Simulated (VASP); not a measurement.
# CdO (Monteponite) (Fm-3m) in VASP: a series of runs

Runs on CdO (Monteponite). Level: LDA. Tasks: single point.

All numbers are computed with VASP 6.6.1; they aren't measurements. Logs are shortened: lines on timing, memory, paths and dates and some standing lists are left out, and cuts for length are marked.

### Step 1. The cell of the first run

The structure is cubic, space group Fm-3m (No. 225). Conventional cell: a = 4.667 Å, b = 4.667 Å, c = 4.667 Å, α = 90.00°, β = 90.00°, γ = 90.00°. Cd (site symmetry m-3m) has 6 O at 2.33 Å within 3.1 Å. Within 3.1 Å of O (site symmetry m-3m) lie 6 Cd at 2.33 Å.

### Step 2. Single point, LDA

Input file INCAR:

```
ALGO = Normal
EDIFF = 1E-6
ENCUT = 600
GGA = CA
GGA_COMPAT = F
ISIF = 2
ISMEAR = -1
LASPH = T
LCHARG = F
LREAL = F
LWAVE = F
NBANDS = 16
NELM = 120
PREC = Accurate
SIGMA = 0.05
```

Input file KPOINTS:

```
k-points
0
Gamma
  10 10 10
```

Input file POSCAR:

```
CdO
1.0
    0.0000000000      2.3337310685      2.3337310685
    2.3337310685      0.0000000000      2.3337310685
    2.3337310685      2.3337310685      0.0000000000
Cd O
1 1
Direct
    0.0000000000      0.0000000000      0.0000000000
    0.5000000000      0.5000000000      0.5000000000
```

Potentials or basis: VASP PAW LDA potentials, release 64 (Cd, O).

Started as:

```console
cat potpaw_LDA.64/Cd/POTCAR potpaw_LDA.64/O/POTCAR > POTCAR
mpirun -np 1 vasp_std > vasp.out
```

OUTCAR:

```text
EDIFF = 1E-6
   ENCUT = 600
   GGA = CA
   ISIF = 2
   ISMEAR = -1
   LASPH = T
   LREAL = F
   NELM = 120
   PREC = Accurate

 ion  position               nearest neighbor table
   1  0.000  0.000  0.000-   2 2.33   2 2.33   2 2.33   2 2.33   2 2.33   2 2.33
   2  0.500  0.500  0.500-   1 2.33   1 2.33   1 2.33   1 2.33   1 2.33   1 2.33

  LATTYP: Found a face centered cubic cell.
 ALAT       =     4.6674621370

  Lattice vectors:

 A1 = (   0.0000000000,   2.3337310685,   2.3337310685)
 A2 = (   2.3337310685,   0.0000000000,   2.3337310685)
 A3 = (   2.3337310685,   2.3337310685,   0.0000000000)

Analysis of symmetry for initial positions (statically):
=====================================================================
 Subroutine PRICEL returns:
 Original cell was already a primitive cell.

 Routine SETGRP: Setting up the symmetry group for a
 face centered cubic supercell.

 Subroutine GETGRP returns: Found 48 space group operations
 (whereof 48 operations were pure point group operations)
 out of a pool of 48 trial point group operations.

The static configuration has the point symmetry O_h .

Analysis of symmetry for dynamics (positions and initial velocities):
=====================================================================
 Subroutine PRICEL returns:
 Original cell was already a primitive cell.

 Routine SETGRP: Setting up the symmetry group for a
 face centered cubic supercell.

 Subroutine GETGRP returns: Found 48 space group operations
 (whereof 48 operations were pure point group operations)
 out of a pool of 48 trial point group operations.

The dynamic configuration has the point symmetry O_h .

 Subroutine INISYM returns: Found 48 space group operations
 (whereof 48 operations are pure point group operations),
 and found     1 'primitive' translations

----------------------------------------------------------------------------------------

                                     Primitive cell

  volume of cell :      25.4204

  direct lattice vectors                    reciprocal lattice vectors
     0.000000000  2.333731069  2.333731069    -0.214249194  0.214249194  0.214249194
     2.333731069  0.000000000  2.333731069     0.214249194 -0.214249194  0.214249194
     2.333731069  2.333731069  0.000000000     0.214249194  0.214249194 -0.214249194

  length of vectors
     3.300394128  3.300394128  3.300394128     0.371090489  0.371090489  0.371090489

  position of ions in fractional coordinates (direct lattice)
     0.000000000  0.000000000  0.000000000
     0.500000000  0.500000000  0.500000000

  ion indices of the primitive-cell ions
   primitive index   ion index
                 1           1
                 2           2

----------------------------------------------------------------------------------------

 KPOINTS: k-points

Automatic generation of k-mesh.
 Grid dimensions read from file:
 generate k-points for:   10   10   10

 Generating k-lattice:

  Cartesian coordinates                     Fractional coordinates (reciprocal lattice)
    -0.021424919  0.021424919  0.021424919     0.100000000  0.000000000  0.000000000
     0.021424919 -0.021424919  0.021424919     0.000000000  0.100000000  0.000000000
     0.021424919  0.021424919 -0.021424919     0.000000000  0.000000000  0.100000000

  Length of vectors
     0.037109049  0.037109049  0.037109049

  Shift w.r.t. Gamma in fractional coordinates (k-lattice)
     0.000000000  0.000000000  0.000000000

 Subroutine IBZKPT returns following result:
 ===========================================

 Found     47 irreducible k-points:

 Following reciprocal coordinates:
            Coordinates               Weight
  0.000000  0.000000  0.000000      1.000000
  0.100000  0.000000  0.000000      8.000000
  0.200000  0.000000  0.000000      8.000000
  0.300000  0.000000  0.000000      8.000000
  0.400000  0.000000  0.000000      8.000000
  0.500000  0.000000  0.000000      4.000000
[... 16 lines left out ...]
  0.300000  0.300000  0.000000      6.000000
  0.400000  0.300000  0.000000     24.000000
 [... further k-points ...]
   k-points           NKPTS =     47   k-points in BZ     NKDIM =     47   number of bands    NBANDS=     16
   number of dos      NEDOS =    301   number of ions     NIONS =      2
   total plane-waves  NPLWV =  21952
   dimension x,y,z NGX =    28 NGY =   28 NGZ =   28
   dimension x,y,z NGXF=    56 NGYF=   56 NGZF=   56
   ions per type =               1   1
   NGX,Y,Z   is equivalent  to a cutoff of  14.10, 14.10, 14.10 a.u.
   NGXF,Y,Z  is equivalent  to a cutoff of  28.21, 28.21, 28.21 a.u.
 SYSTEM =  unknown system
   PREC   = accura    normal or accurate (medium, high low for compatibility)
   ISTART =      0    job   : 0-new  1-cont  2-samecut
   ICHARG =      2    charge: 1-file 2-atom 10-const
   ISPIN  =      1    spin polarized calculation?
   LNONCOLLINEAR =      F non collinear calculations
   LSORBIT =      F    spin-orbit coupling
   LASPH  =      T    aspherical Exc in radial PAW
   ENCUT  =  600.0 eV  44.10 Ry    6.64 a.u.   6.59  6.59  6.59*2*pi/ulx,y,z
   NELM   =    120;   NELMIN=  2; NELMDL= -5     # of ELM steps
   EDIFF  = 0.1E-05   stopping-criterion for ELM
   LREAL  =      F    real-space projection
   EDIFFG = 0.1E-04   stopping-criterion for IOM
   NSW    =      0    number of steps for IOM
   IBRION =     -1    ionic relax: 0-MD 1-quasi-New 2-CG
   NFREE  =      0    steps in history (QN), initial steepest desc. (CG)
   ISIF   =      2    stress and relaxation
   ISYM   =      2    0-nonsym 1-usesym 2-fastsym
   POTIM  = 0.5000    time-step for ionic-motion
   TEBEG  =    0.0;   TEEND  =   0.0 temperature during run
   PSTRESS=    0.0 pullay stress
   NELECT =      18.0000    total number of electrons
   NUPDOWN=      -1.0000    fix difference up-down
   EMIN   =  10.00;   EMAX   =-10.00  energy-range for DOS
   EFERMI =   0.00;   METHOD = LEGACY
   ISMEAR =    -1;   SIGMA  =   0.05  broadening in eV -4-tet -1-fermi 0-gaus
   EFERMI_NEDOS =   21; number of points for ismear=-14 and -15
   IALGO  =     38    algorithm
   IMIX   =      4    mixing-type and parameters
     AMIX     =   0.40;   BMIX     =  1.00
     AMIX_MAG =   1.60;   BMIX_MAG =  1.00
  volume/ion in A,a.u.               =      12.71        85.77
  Fermi-wavevector in a.u.,A,eV,Ry     =   1.459167  2.757425 28.969075  2.129167
  Thomas-Fermi vector in A             =   2.575766
   LORBIT       =      0    0 simple, 1 ext, 2 COOP (PROOUT), +10 PAW based schemes
   GGA     = CA    functional components
   LHFCALC =     F    Hartree Fock is set to
   AEXX    =    0.0000 exact exchange contribution
   IVDW    =     0    specifies the selected vdW correction
   LEPSILON=     F    determine dielectric tensor
   LRPA    =     F    only Hartree local field effects (RPA)
 non-spin polarized calculation
  energy-cutoff  :      600.00
  volume of cell :       25.42
 maximum number of plane-waves:       875
 NGX is ok and might be reduce to    28
   NGX = 13   NGY = 13   NGZ = 13

 number of electron      18.0000003 magnetization

 Free energy of the ion-electron system (eV)
  ---------------------------------------------------
  ext. energy  EPLUGINS =         0.00000000
  ---------------------------------------------------
  free energy    TOTEN  =        -9.34213245 eV

  energy without entropy =       -9.34160040  energy(sigma->0) =       -9.34186643

 E-fermi :   2.1482     XC(G=0): -12.3097

 val. band max:        1.9868833849   @ k =   0.5000   0.0000   0.0000
 cond. band min:       2.5430469303   @ k =   0.1000   0.0000   0.0000
 fundamental gap:      0.5561635454
 Fermi energy:         2.1482290344

 k-point     1 :       0.0000    0.0000    0.0000
  band No.  band energies     occupation
      1     -15.2961      2.00000
      2      -4.7354      2.00000
      3      -4.7354      2.00000
      4      -4.7354      2.00000
      5      -4.4190      2.00000
      6      -4.4190      2.00000
[... 8 lines left out ...]
     15      20.1518      0.00000
     16      20.1518      0.00000

 k-point     2 :       0.1000    0.0000    0.0000
  band No.  band energies     occupation
      1     -15.2193      2.00000
      2      -4.7824      2.00000
      3      -4.7192      2.00000
      4      -4.7192      2.00000
      5      -4.4935      2.00000
      6      -4.4935      2.00000
[... 8 lines left out ...]
     15      20.4383      0.00000
     16      20.4383      0.00000

 k-point     3 :       0.2000    0.0000    0.0000
  band No.  band energies     occupation
      1     -15.0104      2.00000
      2      -4.9617      2.00000
      3      -4.8593      2.00000
      4      -4.8593      2.00000
      5      -4.4794      2.00000
      6      -4.4794      2.00000
[... 8 lines left out ...]
     15      21.0743      0.00000
     16      21.0743      0.00000

 k-point     4 :       0.3000    0.0000    0.0000
  band No.  band energies     occupation
      1     -14.7343      2.00000
      2      -5.3089      2.00000
      3      -5.1240      2.00000
      4      -5.1240      2.00000
      5      -4.3281      2.00000
      6      -4.3281      2.00000
[... 8 lines left out ...]
     15      22.0359      0.00000
     16      22.0359      0.00000
[... 324 lines left out ...]
 k-point    22 :      -0.2000    0.2000    0.0000
  band No.  band energies     occupation
      1     -14.6898      2.00000
      2      -5.2971      2.00000
      3      -5.1575      2.00000
      4      -4.9692      2.00000
      5      -4.4557      2.00000
      6      -4.1353      2.00000
[... 8 lines left out ...]
     15      21.4397      0.00000
     16      22.8328      0.00000

 k-point    23 :       0.3000    0.3000    0.0000
  band No.  band energies     occupation
      1     -14.7296      2.00000
      2      -5.0715      2.00000
      3      -5.0683      2.00000
      4      -4.3546      2.00000
      5      -4.3546      2.00000
      6      -4.2311      2.00000
[... 8 lines left out ...]
     15      26.3324      0.00000
     16      26.4256      0.00000

 k-point    24 :       0.4000    0.3000    0.0000
  band No.  band energies     occupation
      1     -14.6248      2.00000
      2      -5.1317      2.00000
      3      -4.8839      2.00000
      4      -4.4391      2.00000
      5      -4.2367      2.00000
      6      -4.0984      2.00000
[... 8 lines left out ...]
     15      25.9219      0.00000
     16      26.2503      0.00000

 [... further k-points ...]

------------------------ aborting loop because EDIFF is reached ----------------------------------------

  FORCE on cell =-STRESS in cart. coord.  units (eV):
  Direction    XX          YY          ZZ          XY          YZ          ZX
  --------------------------------------------------------------------------------------
  -------------------------------------------------------------------------------------
  Total       -0.2502653     -0.2502653     -0.2502653      0.0000000     -0.0000000     -0.0000000
  in kB      -15.7735284    -15.7735284    -15.7735284      0.0000000     -0.0000000     -0.0000000
  external PRESSURE =     -15.7735284 kB  Pullay stress =       0.0000000 kB

 VOLUME and BASIS-vectors are now :
 -----------------------------------------------------------------------------
  energy-cutoff  :      600.00
  volume of cell :       25.42
      direct lattice vectors                 reciprocal lattice vectors
     0.000000000  2.333731069  2.333731069    -0.214249194  0.214249194  0.214249194
     2.333731069  0.000000000  2.333731069     0.214249194 -0.214249194  0.214249194
     2.333731069  2.333731069  0.000000000     0.214249194  0.214249194 -0.214249194

 POSITION                                       TOTAL-FORCE (eV/Angst)
 -----------------------------------------------------------------------------------
      0.00000      0.00000      0.00000        -0.000000      0.000000      0.000000
      2.33373      2.33373      2.33373         0.000000     -0.000000     -0.000000
 -----------------------------------------------------------------------------------
    total drift:                                0.000000      0.000000      0.000000

  FREE ENERGIE OF THE ION-ELECTRON SYSTEM (eV)
  ---------------------------------------------------
  free  energy   TOTEN  =        -9.3421324543 eV

  energy  without entropy=       -9.3416003976  energy(sigma->0) =       -9.34186643
```

It took 21 s on 1 thread of Intel Xeon Platinum 8259CL at 2.50GHz (Skylake/Cascade Lake), shared host; peak memory 0.15 GiB.

What came out:

| Item | Value |
| --- | --- |
| Free energy | -9.3421 eV |
| Pressure | -1.6 GPa |
| Band gap on the k mesh | zero (band 9 reaches 1.99 eV, above the bottom of band 10 at 1.51 eV) |

Levels at points of the mesh, in eV from the Fermi level:
| k point | band 6 | band 7 | band 8 | band 9 | band 10 | band 11 | band 12 | band 13 |
| --- | --- | --- | --- | --- | --- | --- | --- | --- |
| (0.00, 0.00, 0.00) | -6.57 | -1.62 | -1.62 | -1.62 | -0.63 | 14.67 | 16.85 | 16.85 |
| (0.50, 0.00, 0.00) | -6.29 | -4.06 | -0.16 | -0.16 | 4.13 | 7.14 | 11.63 | 11.63 |
| (0.50, 0.50, 0.00) | -5.77 | -4.75 | -2.64 | -2.64 | 3.58 | 8.31 | 11.01 | 13.12 |

### Step 3. Single point, LDA

This run uses another cell than the first one, of 13.23 Å³/atom, 1.041 times its volume.

Input file INCAR:

```
  PREC = Accurate
  ENCUT = 600
  EDIFF = 1E-6
  ISMEAR = -1
  SIGMA = 0.05
  LREAL = F
  LASPH = T
  NELM = 120
  ALGO = Normal
  ISIF = 2
  LWAVE = F
  LCHARG = F
  GGA = CA
  NBANDS = 16
  GGA_COMPAT = F
```

Input file KPOINTS:

```
regular mesh
0
Gamma
  10 10 10
```

Input file POSCAR:

```
CdO
1.0
    0.0000000000      2.3650600561      2.3650600561
    2.3650600561      0.0000000000      2.3650600561
    2.3650600561      2.3650600561      0.0000000000
Cd O
1 1
Direct
    0.0000000000      0.0000000000      0.0000000000
    0.5000000000      0.5000000000      0.5000000000
```

Potentials or basis: VASP PAW LDA potentials, release 64 (Cd, O).

Started as:

```console
cat potpaw_LDA.64/Cd/POTCAR potpaw_LDA.64/O/POTCAR > POTCAR
mpirun -np 1 vasp_std > vasp.out
```

Wall time 22 s (1 thread of Intel Xeon Platinum 8259CL at 2.50GHz (Skylake/Cascade Lake), shared host); peak memory 0.15 GiB.

It converged, with:

```yaml
Free_energy: -9.3153 eV
Pressure: -7.2 GPa
Band_gap_on_the_k_mesh: zero (band 9 reaches 1.59 eV, above the bottom of band 10 at 1.04 eV)
```

Levels at points of the mesh, in eV from the Fermi level:
| k point | band 7 | band 8 | band 9 | band 10 | band 11 | band 12 |
| --- | --- | --- | --- | --- | --- | --- |
| (0.00, 0.00, 0.00) | -1.46 | -1.46 | -1.46 | -0.72 | 14.62 | 16.57 |
| (0.50, 0.00, 0.00) | -3.97 | -0.17 | -0.17 | 4.11 | 6.86 | 11.43 |
| (0.50, 0.50, 0.00) | -4.46 | -2.44 | -2.44 | 3.41 | 8.14 | 10.87 |
